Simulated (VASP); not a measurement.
# Cu (I4/mmm) in VASP: single point with r2SCAN

Aim: the single point of Cu with r2SCAN.

Everything below comes from runs of VASP 6.6.1. Logs are shortened: lines on timing, memory, paths and dates and some standing lists are left out, and cuts for length are marked.

### 1 The cell of the first run

The structure is tetragonal, space group I4/mmm (No. 139). Conventional cell: a = 2.886 Å, b = 2.886 Å, c = 2.615 Å, α = 90.00°, β = 90.00°, γ = 90.00°. Within 3.2 Å of Cu (site symmetry 4/mmm) lie 14 Cu at 2.42 to 2.89 Å.

### 2 Single point, r2SCAN (strain +0.000 along x and y, -0.050 along z)

File POSCAR:

```
Cu
1.0
   -1.4427933200      1.4427933200      1.3072773775
    1.4427933200     -1.4427933200      1.3072773775
    1.4427933200      1.4427933200     -1.3072773775
Cu
1
Direct
    0.0000000000      0.0000000000      0.0000000000
```

File INCAR.step1:

```
  PREC = Accurate
  ENCUT = 520
  ISMEAR = 0
  SIGMA = 0.15
  LREAL = False
  LASPH = True
  NELM = 100
  NBANDS = 12
  GGA = PE
  ALGO = Normal
  EDIFF = 1E-4
  LWAVE = True
  LCHARG = False
```

File INCAR.step2:

```
  PREC = Accurate
  ENCUT = 520
  EDIFF = 1E-6
  ISMEAR = 0
  SIGMA = 0.15
  LREAL = False
  LASPH = True
  NELM = 100
  ALGO = Normal
  ISIF = 2
  LWAVE = False
  LCHARG = False
  METAGGA = R2SCAN
  LMIXTAU = True
  NBANDS = 12
  ISTART = 1
```

File KPOINTS:

```
Automatic mesh
0
Gamma
  24 24 24
```

Potentials or basis: VASP PAW PBE potentials, release 64 (Cu).

Launch:

```
$ cat potpaw_PBE.64/Cu/POTCAR > POTCAR
$ cp INCAR.step1 INCAR
$ mpirun -np 1 vasp_std > vasp.out
$ cp INCAR.step2 INCAR
$ mpirun -np 1 vasp_std > vasp.out
```

OUTCAR:

```text
PREC = Accurate
   ENCUT = 520
   EDIFF = 1E-6
   ISMEAR = 0
   LREAL = False
   LASPH = True
   NELM = 100
   ISIF = 2
   METAGGA = R2SCAN
   ISTART = 1

 ion  position               nearest neighbor table
   1  0.000  0.000  0.000-

  LATTYP: Found a body centered tetragonal cell.
 ALAT       =     2.8855866400
 C/A-ratio  =     0.9060739050

  Lattice vectors:

 A1 = (  -1.4427933200,   1.4427933200,   1.3072773775)
 A2 = (   1.4427933200,  -1.4427933200,   1.3072773775)
 A3 = (   1.4427933200,   1.4427933200,  -1.3072773775)

Analysis of symmetry for initial positions (statically):
=====================================================================
 Subroutine PRICEL returns:
 Original cell was already a primitive cell.

 Routine SETGRP: Setting up the symmetry group for a
 body centered tetragonal supercell.

 Subroutine GETGRP returns: Found 16 space group operations
 (whereof 16 operations were pure point group operations)
 out of a pool of 16 trial point group operations.

The static configuration has the point symmetry D_4h.

Analysis of symmetry for dynamics (positions and initial velocities):
=====================================================================
 Subroutine PRICEL returns:
 Original cell was already a primitive cell.

 Routine SETGRP: Setting up the symmetry group for a
 body centered tetragonal supercell.

 Subroutine GETGRP returns: Found 16 space group operations
 (whereof 16 operations were pure point group operations)
 out of a pool of 16 trial point group operations.

The dynamic configuration has the point symmetry D_4h.

 Subroutine INISYM returns: Found 16 space group operations
 (whereof 16 operations are pure point group operations),
 and found     1 'primitive' translations

----------------------------------------------------------------------------------------

                                     Primitive cell

  volume of cell :      10.8852

  direct lattice vectors                    reciprocal lattice vectors
    -1.442793320  1.442793320  1.307277377     0.000000000  0.346549983  0.382474300
     1.442793320 -1.442793320  1.307277377     0.346549983  0.000000000  0.382474300
     1.442793320  1.442793320 -1.307277377     0.346549983  0.346549983  0.000000000

  length of vectors
     2.423278620  2.423278620  2.423278620     0.516123513  0.516123513  0.490095685

  position of ions in fractional coordinates (direct lattice)
     0.000000000  0.000000000  0.000000000

  ion indices of the primitive-cell ions
   primitive index   ion index
                 1           1

----------------------------------------------------------------------------------------

 KPOINTS: Automatic mesh

Automatic generation of k-mesh.
 Grid dimensions read from file:
 generate k-points for:   24   24   24

 Generating k-lattice:

  Cartesian coordinates                     Fractional coordinates (reciprocal lattice)
     0.000000000  0.014439583  0.015936429     0.041666667  0.000000000  0.000000000
     0.014439583  0.000000000  0.015936429     0.000000000  0.041666667  0.000000000
     0.014439583  0.014439583  0.000000000     0.000000000  0.000000000  0.041666667

  Length of vectors
     0.021505146  0.021505146  0.020420654

  Shift w.r.t. Gamma in fractional coordinates (k-lattice)
     0.000000000  0.000000000  0.000000000

 Subroutine IBZKPT returns following result:
 ===========================================

 Found   1063 irreducible k-points:

 Following reciprocal coordinates:
            Coordinates               Weight
  0.000000  0.000000  0.000000      1.000000
  0.041667 -0.000000  0.000000      8.000000
  0.083333  0.000000  0.000000      8.000000
  0.125000 -0.000000  0.000000      8.000000
  0.166667  0.000000  0.000000      8.000000
  0.208333  0.000000  0.000000      8.000000
[... 16 lines left out ...]
  0.416667  0.041667  0.000000     16.000000
  0.458333  0.041667  0.000000     16.000000
 [... further k-points ...]
   k-points           NKPTS =   1063   k-points in BZ     NKDIM =   1063   number of bands    NBANDS=     12
   number of dos      NEDOS =    301   number of ions     NIONS =      1
   total plane-waves  NPLWV =   5832
   dimension x,y,z NGX =    18 NGY =   18 NGZ =   18
   dimension x,y,z NGXF=    36 NGYF=   36 NGZF=   36
   ions per type =               1
   NGX,Y,Z   is equivalent  to a cutoff of  12.35, 12.35, 12.35 a.u.
   NGXF,Y,Z  is equivalent  to a cutoff of  24.70, 24.70, 24.70 a.u.
 SYSTEM =  unknown system
   PREC   = accura    normal or accurate (medium, high low for compatibility)
   ISTART =      1    job   : 0-new  1-cont  2-samecut
   ICHARG =      0    charge: 1-file 2-atom 10-const
   ISPIN  =      1    spin polarized calculation?
   LNONCOLLINEAR =      F non collinear calculations
   LSORBIT =      F    spin-orbit coupling
   LASPH  =      T    aspherical Exc in radial PAW
   ENCUT  =  520.0 eV  38.22 Ry    6.18 a.u.   4.51  4.51  4.51*2*pi/ulx,y,z
   NELM   =    100;   NELMIN=  2; NELMDL=  0     # of ELM steps
   EDIFF  = 0.1E-05   stopping-criterion for ELM
   LREAL  =      F    real-space projection
   EDIFFG = 0.1E-04   stopping-criterion for IOM
   NSW    =      0    number of steps for IOM
   IBRION =     -1    ionic relax: 0-MD 1-quasi-New 2-CG
   NFREE  =      0    steps in history (QN), initial steepest desc. (CG)
   ISIF   =      2    stress and relaxation
   ISYM   =      2    0-nonsym 1-usesym 2-fastsym
   POTIM  = 0.5000    time-step for ionic-motion
   TEBEG  =    0.0;   TEEND  =   0.0 temperature during run
   PSTRESS=    0.0 pullay stress
   NELECT =      11.0000    total number of electrons
   NUPDOWN=      -1.0000    fix difference up-down
   EMIN   =  10.00;   EMAX   =-10.00  energy-range for DOS
   EFERMI =   0.00;   METHOD = LEGACY
   ISMEAR =     0;   SIGMA  =   0.15  broadening in eV -4-tet -1-fermi 0-gaus
   EFERMI_NEDOS =   21; number of points for ismear=-14 and -15
   IALGO  =     38    algorithm
   IMIX   =      4    mixing-type and parameters
     AMIX     =   0.40;   BMIX     =  1.00
     AMIX_MAG =   1.60;   BMIX_MAG =  1.00
  volume/ion in A,a.u.               =      10.89        73.46
  Fermi-wavevector in a.u.,A,eV,Ry     =   1.642834  3.104506 36.720820  2.698904
  Thomas-Fermi vector in A             =   2.733070
   LORBIT       =      0    0 simple, 1 ext, 2 COOP (PROOUT), +10 PAW based schemes
   METAGGA = R2SCAN    functional components
   LHFCALC =     F    Hartree Fock is set to
   AEXX    =    0.0000 exact exchange contribution
   IVDW    =     0    specifies the selected vdW correction
   LEPSILON=     F    determine dielectric tensor
   LRPA    =     F    only Hartree local field effects (RPA)
 non-spin polarized calculation
 Gauss-broadening in eV      SIGMA  =   0.15
  energy-cutoff  :      520.00
  volume of cell :       10.89
 maximum number of plane-waves:       309
 NGX is ok and might be reduce to    18
   NGX =  9   NGY =  9   NGZ =  9

 number of electron      10.9999993 magnetization

 Free energy of the ion-electron system (eV)
  ---------------------------------------------------
  ext. energy  EPLUGINS =         0.00000000
  ---------------------------------------------------
  free energy    TOTEN  =       -10.76943993 eV

  energy without entropy =      -10.76527862  energy(sigma->0) =      -10.76735927

 E-fermi :   8.4627     XC(G=0): -14.3037

 val. band max:        8.4573432160   @ k =   0.5000   0.2917   0.0417
 cond. band min:       8.4683666733   @ k =  -0.3750   0.3750   0.2500
 fundamental gap:      0.0110234573
 Fermi energy:         8.4627083002

 k-point     1 :       0.0000    0.0000    0.0000
  band No.  band energies     occupation
      1      -1.8818      2.00000
      2       4.6797      2.00000
      3       5.1335      2.00000
      4       5.1337      2.00000
      5       5.7974      2.00000
      6       6.2796      2.00000
      7      34.0714      0.00000
      8      34.0714      0.00000
      9      37.1999      0.00000
     10      38.6483      0.00000
     11      38.8475      0.00000
     12      40.0345      0.00000

 k-point     2 :       0.0417   -0.0000    0.0000
  band No.  band energies     occupation
      1      -1.8050      2.00000
      2       4.6896      2.00000
      3       5.1295      2.00000
      4       5.1364      2.00000
      5       5.8017      2.00000
      6       6.2667      2.00000
      7      33.7597      0.00000
      8      33.8627      0.00000
      9      36.4441      0.00000
     10      38.3025      0.00000
     11      38.7884      0.00000
     12      39.1739      0.00000

 k-point     3 :       0.0833    0.0000    0.0000
  band No.  band energies     occupation
      1      -1.5761      2.00000
      2       4.7045      2.00000
      3       5.1141      2.00000
      4       5.1597      2.00000
      5       5.8165      2.00000
      6       6.2318      2.00000
      7      32.8368      0.00000
      8      33.3503      0.00000
      9      34.6741      0.00000
     10      37.1334      0.00000
     11      38.2000      0.00000
     12      38.8300      0.00000
[... 286 lines left out ...]
 k-point    23 :       0.4167    0.0417    0.0000
  band No.  band energies     occupation
      1       2.7567      2.00000
      2       3.9973      2.00000
      3       5.9644      2.00000
      4       6.3792      2.00000
      5       6.6650      2.00000
      6       7.5511      2.00000
      7      15.0656      0.00000
      8      26.3157      0.00000
      9      27.0833      0.00000
     10      31.4002      0.00000
     11      34.8406      0.00000
     12      43.2037      0.00000

 k-point    24 :       0.4583    0.0417    0.0000
  band No.  band energies     occupation
      1       2.7974      2.00000
      2       3.9684      2.00000
      3       5.9978      2.00000
      4       6.4078      2.00000
      5       6.7912      2.00000
      6       8.1267      1.99847
      7      14.0858      0.00000
      8      26.0594      0.00000
      9      26.8910      0.00000
     10      31.3567      0.00000
     11      34.8561      0.00000
     12      43.8236      0.00000

 [... further k-points ...]
[... 5 lines left out ...]
  --------------------------------------------------------------------------------------
  -------------------------------------------------------------------------------------
  Total        0.6928075      0.6928075      0.8178806      0.0000000      0.0000000      0.0000000
  in kB      101.9734682    101.9734682    120.3828188      0.0000000      0.0000000      0.0000000
  external PRESSURE =     108.1099184 kB  Pullay stress =       0.0000000 kB

 VOLUME and BASIS-vectors are now :
 -----------------------------------------------------------------------------
  energy-cutoff  :      520.00
  volume of cell :       10.89
      direct lattice vectors                 reciprocal lattice vectors
    -1.442793320  1.442793320  1.307277377     0.000000000  0.346549983  0.382474300
     1.442793320 -1.442793320  1.307277377     0.346549983  0.000000000  0.382474300
     1.442793320  1.442793320 -1.307277377     0.346549983  0.346549983  0.000000000

 POSITION                                       TOTAL-FORCE (eV/Angst)
 -----------------------------------------------------------------------------------
      0.00000      0.00000      0.00000        -0.000000      0.000000     -0.000000
 -----------------------------------------------------------------------------------
    total drift:                                0.000000      0.000000      0.000000

  FREE ENERGIE OF THE ION-ELECTRON SYSTEM (eV)
  ---------------------------------------------------
  free  energy   TOTEN  =       -10.7694399259 eV

  energy  without entropy=      -10.7652786191  energy(sigma->0) =      -10.76735927
```

It took 6.5 min on 1 thread of Intel Xeon Platinum 8259CL at 2.50GHz (Skylake/Cascade Lake), shared host; peak memory 0.24 GiB.

Results:

| Quantity | Value |
| --- | --- |
| Free energy | -10.7694 eV |
| Pressure | 10.8 GPa |

Levels at points of the mesh, in eV from the Fermi level:
```csv
k point,band 4,band 5,band 6,band 7,band 8,band 9
"(0.00, 0.00, 0.00)",-3.33,-2.67,-2.18,25.61,25.61,28.74
"(0.50, 0.00, 0.00)",-2.00,-1.52,-0.52,5.49,18.15,18.58
"(0.50, 0.50, 0.00)",-2.37,-1.57,-1.38,4.30,20.86,21.86
"(0.50, 0.50, 0.50)",-1.75,-1.62,7.71,7.71,11.96,13.57
```

Caveat: the cell differs from its parent crystal (strain +0.000 along x and y, -0.050 along z); the PAW data sets were made with another functional, which shifts forces and pressure a little.
